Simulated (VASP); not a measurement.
# Sc2Al (P6_3/mmc) in VASP: single point with LDA

Aim: the single point of Sc2Al with LDA.

All numbers are computed with VASP 6.6.1; they aren't measurements. Logs are shortened: lines on timing, memory, paths and dates and some standing lists are left out, and cuts for length are marked.

## Step 1: The cell of the first run

The structure is hexagonal, space group P6_3/mmc (No. 194). The conventional cell has a = 4.796 Å, b = 4.796 Å, c = 6.004 Å, α = 90.00°, β = 90.00°, γ = 120.00°. Sc (site symmetry -3m) has 8 Sc at 3.00 to 3.15 Å and 6 Al at 3.15 Å within 4.0 Å. Within 3.6 Å of Sc (site symmetry -6m2) lie 5 Al at 2.77 to 3.00 Å and 6 Sc at 3.15 Å. Within 3.6 Å of Al (site symmetry -6m2) lie 11 Sc at 2.77 to 3.15 Å.

## Step 2: Single point, LDA

The input, INCAR:

```
  PREC = Accurate
  ENCUT = 520
  EDIFF = 1E-6
  ISMEAR = 0
  SIGMA = 0.15
  LREAL = F
  LASPH = T
  NELM = 80
  ALGO = Fast
  ISIF = 2
  LWAVE = F
  LCHARG = F
  GGA = CA
  NBANDS = 34
```

The input, KPOINTS:

```
Automatic mesh
0
Gamma
  12 12 6
```

The input, POSCAR:

```
Sc2Al
1.0
    4.7962095842      0.0000000000      0.0000000000
   -2.3981047921      4.1536393418      0.0000000000
    0.0000000000      0.0000000000      6.0036735444
Sc Al
4 2
Direct
    0.0000000000      0.0000000000      0.0000000000
    0.0000000000      0.0000000000      0.5000000000
    0.3333333333      0.6666666667      0.7500000000
    0.6666666667      0.3333333333      0.2500000000
    0.3333333333      0.6666666667      0.2500000000
    0.6666666667      0.3333333333      0.7500000000
```

Potentials or basis: VASP PAW LDA potentials, release 64 (Sc_sv, Al).

Command:

```bash
cat potpaw_LDA.64/Sc_sv/POTCAR potpaw_LDA.64/Al/POTCAR > POTCAR
mpirun -np 1 vasp_std > vasp.out
```

OUTCAR:

```text
PREC = Accurate
   ENCUT = 520
   EDIFF = 1E-6
   ISMEAR = 0
   LREAL = F
   LASPH = T
   NELM = 80
   ISIF = 2
   GGA = CA

 ion  position               nearest neighbor table
   1  0.000  0.000  0.000-   2 3.00   2 3.00   4 3.15   5 3.15   6 3.15   3 3.15   4 3.15   6 3.15
                             3 3.15   5 3.15   4 3.15   6 3.15   3 3.15   5 3.15
   2  0.000  0.000  0.500-   1 3.00   1 3.00   4 3.15   5 3.15   6 3.15   3 3.15   4 3.15   6 3.15
                             3 3.15   5 3.15   4 3.15   6 3.15   3 3.15   5 3.15
   3  0.333  0.667  0.750-   6 2.77   6 2.77   6 2.77   5 3.00   5 3.00   1 3.15   2 3.15   2 3.15
                             1 3.15   2 3.15   1 3.15
   4  0.667  0.333  0.250-   5 2.77   5 2.77   5 2.77   6 3.00   6 3.00   1 3.15   2 3.15   1 3.15
                             2 3.15   1 3.15   2 3.15
   5  0.333  0.667  0.250-   4 2.77   4 2.77   4 2.77   3 3.00   3 3.00   1 3.15   2 3.15   2 3.15
                             1 3.15   2 3.15   1 3.15
   6  0.667  0.333  0.750-   3 2.77   3 2.77   3 2.77   4 3.00   4 3.00   1 3.15   2 3.15   1 3.15
                             2 3.15   1 3.15   2 3.15

  LATTYP: Found a hexagonal cell.
 ALAT       =     4.7962095842
 C/A-ratio  =     1.2517537941

  Lattice vectors:

 A1 = (   4.7962095842,   0.0000000000,   0.0000000000)
 A2 = (  -2.3981047921,   4.1536393418,   0.0000000000)
 A3 = (   0.0000000000,   0.0000000000,   6.0036735444)

Analysis of symmetry for initial positions (statically):
=====================================================================
 Subroutine PRICEL returns:
 Original cell was already a primitive cell.

 Routine SETGRP: Setting up the symmetry group for a
 hexagonal supercell.

 Subroutine GETGRP returns: Found 24 space group operations
 (whereof 12 operations were pure point group operations)
 out of a pool of 24 trial point group operations.

The static configuration has the point symmetry D_3d.
 The point group associated with its full space group is D_6h.

Analysis of symmetry for dynamics (positions and initial velocities):
=====================================================================
 Subroutine PRICEL returns:
 Original cell was already a primitive cell.

 Routine SETGRP: Setting up the symmetry group for a
 hexagonal supercell.

 Subroutine GETGRP returns: Found 24 space group operations
 (whereof 12 operations were pure point group operations)
 out of a pool of 24 trial point group operations.

The dynamic configuration has the point symmetry D_3d.
 The point group associated with its full space group is D_6h.

 Subroutine INISYM returns: Found 24 space group operations
 (whereof 12 operations are pure point group operations),
 and found     1 'primitive' translations

[... 110 lines left out ...]
   POTIM  = 0.5000    time-step for ionic-motion
   TEBEG  =    0.0;   TEEND  =   0.0 temperature during run
   PSTRESS=    0.0 pullay stress
   NELECT =      50.0000    total number of electrons
   NUPDOWN=      -1.0000    fix difference up-down
   EMIN   =  10.00;   EMAX   =-10.00  energy-range for DOS
   EFERMI =   0.00;   METHOD = LEGACY
   ISMEAR =     0;   SIGMA  =   0.15  broadening in eV -4-tet -1-fermi 0-gaus
   EFERMI_NEDOS =   21; number of points for ismear=-14 and -15
   IALGO  =     68    algorithm
   IMIX   =      4    mixing-type and parameters
     AMIX     =   0.40;   BMIX     =  1.00
     AMIX_MAG =   1.60;   BMIX_MAG =  1.00
  volume/ion in A,a.u.               =      19.93       134.52
  Fermi-wavevector in a.u.,A,eV,Ry     =   1.224100  2.313213 20.387246  1.498420
  Thomas-Fermi vector in A             =   2.359187
   LORBIT       =      0    0 simple, 1 ext, 2 COOP (PROOUT), +10 PAW based schemes
   GGA     = CA    functional components
   LHFCALC =     F    Hartree Fock is set to
   AEXX    =    0.0000 exact exchange contribution
   IVDW    =     0    specifies the selected vdW correction
   LEPSILON=     F    determine dielectric tensor
   LRPA    =     F    only Hartree local field effects (RPA)
 non-spin polarized calculation
 RMM-DIIS sequential band-by-band and
 Gauss-broadening in eV      SIGMA  =   0.15
  energy-cutoff  :      520.00
  volume of cell :      119.60
 maximum number of plane-waves:      3252
 NGX is ok and might be reduce to    36
   NGX = 17   NGY = 17   NGZ = 23

 number of electron      49.9999990 magnetization

 Free energy of the ion-electron system (eV)
  ---------------------------------------------------
  ext. energy  EPLUGINS =         0.00000000
  ---------------------------------------------------
  free energy    TOTEN  =       -37.49240660 eV

  energy without entropy =      -37.40725327  energy(sigma->0) =      -37.44982994

 E-fermi :   5.0395     XC(G=0): -10.5944

 val. band max:        5.0393630034   @ k =   0.1667  -0.0000   0.0000
 cond. band min:       5.0425417242   @ k =   0.2500   0.2500   0.0000
 fundamental gap:      0.0031787207
 Fermi energy:         5.0394582099

 k-point     1 :       0.0000    0.0000    0.0000
  band No.  band energies     occupation
      1     -43.6712      2.00000
      2     -43.5922      2.00000
      3     -43.5549      2.00000
      4     -43.5363      2.00000
      5     -22.8515      2.00000
      6     -22.7759      2.00000
[... 877 lines left out ...]
     33       7.2200      0.00000
     34       7.8405      0.00000

 [... further k-points ...]

------------------------ aborting loop because EDIFF is reached ----------------------------------------

  FORCE on cell =-STRESS in cart. coord.  units (eV):
  Direction    XX          YY          ZZ          XY          YZ          ZX
  --------------------------------------------------------------------------------------
  -------------------------------------------------------------------------------------
  Total        0.0961388      0.0961388      0.1275508     -0.0000000      0.0000000      0.0000000
  in kB        1.2878496      1.2878496      1.7086372     -0.0000000      0.0000000      0.0000000
  external PRESSURE =       1.4281121 kB  Pullay stress =       0.0000000 kB

 VOLUME and BASIS-vectors are now :
 -----------------------------------------------------------------------------
  energy-cutoff  :      520.00
  volume of cell :      119.60
      direct lattice vectors                 reciprocal lattice vectors
     4.796209584  0.000000000  0.000000000     0.208497978  0.120376364  0.000000000
    -2.398104792  4.153639342  0.000000000     0.000000000  0.240752727  0.000000000
     0.000000000  0.000000000  6.003673544     0.000000000  0.000000000  0.166564686

 POSITION                                       TOTAL-FORCE (eV/Angst)
 -----------------------------------------------------------------------------------
      0.00000      0.00000      0.00000         0.000000     -0.000000      0.000000
      0.00000      0.00000      3.00184         0.000000     -0.000000      0.000000
     -0.00000      2.76909      4.50276        -0.000000     -0.000000      0.000000
      2.39810      1.38455      1.50092         0.000000      0.000000      0.000000
     -0.00000      2.76909      1.50092        -0.000000     -0.000000      0.000000
      2.39810      1.38455      4.50276         0.000000      0.000000      0.000000
 -----------------------------------------------------------------------------------
    total drift:                               -0.000000      0.000000     -0.000000

  FREE ENERGIE OF THE ION-ELECTRON SYSTEM (eV)
  ---------------------------------------------------
  free  energy   TOTEN  =       -37.4924066004 eV

  energy  without entropy=      -37.4072532744  energy(sigma->0) =      -37.44982994
```

OSZICAR:

```text
N       E                     dE             d eps       ncg     rms          rms(c)
DAV:   1     0.867350526105E+03    0.86735E+03   -0.20746E+04  5200   0.152E+03
DAV:   2     0.343792120051E+02   -0.83297E+03   -0.81872E+03  7464   0.703E+02
DAV:   3    -0.381928333167E+02   -0.72572E+02   -0.69300E+02  8610   0.268E+02
[... 11 lines left out ...]
RMM:  15    -0.374923939717E+02   -0.20070E-04   -0.20883E-04  6523   0.447E-02    0.568E-03
RMM:  16    -0.374924017159E+02   -0.77442E-05   -0.10001E-04  6180   0.298E-02    0.613E-03
RMM:  17    -0.374924047022E+02   -0.29863E-05   -0.33147E-05  5716   0.171E-02    0.231E-03
RMM:  18    -0.374924060537E+02   -0.13515E-05   -0.15055E-05  5371   0.148E-02    0.119E-03
RMM:  19    -0.374924066004E+02   -0.54667E-06   -0.57382E-06  5081   0.925E-03
   1 F= -.37492407E+02 E0= -.37449830E+02  d E =-.851533E-01
```

stdout:

```text
POSCAR found type information on POSCAR ScAl
 POSCAR found :  2 types and       6 ions
 scaLAPACK will be used
 LDA part: xc-table for (Slater(with rela. corr.)+CA(PZ))
 , standard interpolation
 POSCAR, INCAR and KPOINTS ok, starting setup
 FFT: planning ... GRIDC
 FFT: planning ... GRID_SOFT
 FFT: planning ... GRID
 WAVECAR not read
 entering main loop
```

Run time: 6.5 min. Hardware: 1 thread of Intel Xeon Platinum 8488C (Sapphire Rapids), shared host; peak memory 0.36 GiB.

What came out:

- Free energy: -37.4924 eV
- Pressure: 0.1 GPa
- Band gap on the k mesh: zero (bands 25 and 26 overlap by 0.81 eV)

Levels at points of the mesh, in eV from the Fermi level:
```
           k point  band 21  band 22  band 23  band 24  band 25  band 26  band 27  band 28  band 29  band 30
(0.00, 0.00, 0.00)    -1.87    -0.72    -0.64    -0.64    -0.44    -0.44    -0.05    -0.05     2.06     2.12
(0.50, 0.00, 0.00)    -1.16    -1.15    -0.90    -0.73    -0.69     0.24     0.35     0.81     1.23     1.31
(0.00, 0.00, 0.50)    -1.53    -1.53    -1.06    -1.06     0.10     0.10     0.10     0.10     1.64     1.64
(0.50, 0.00, 0.50)    -1.11    -1.11    -0.83    -0.83     0.21     0.21     0.50     0.50     1.20     1.20
```
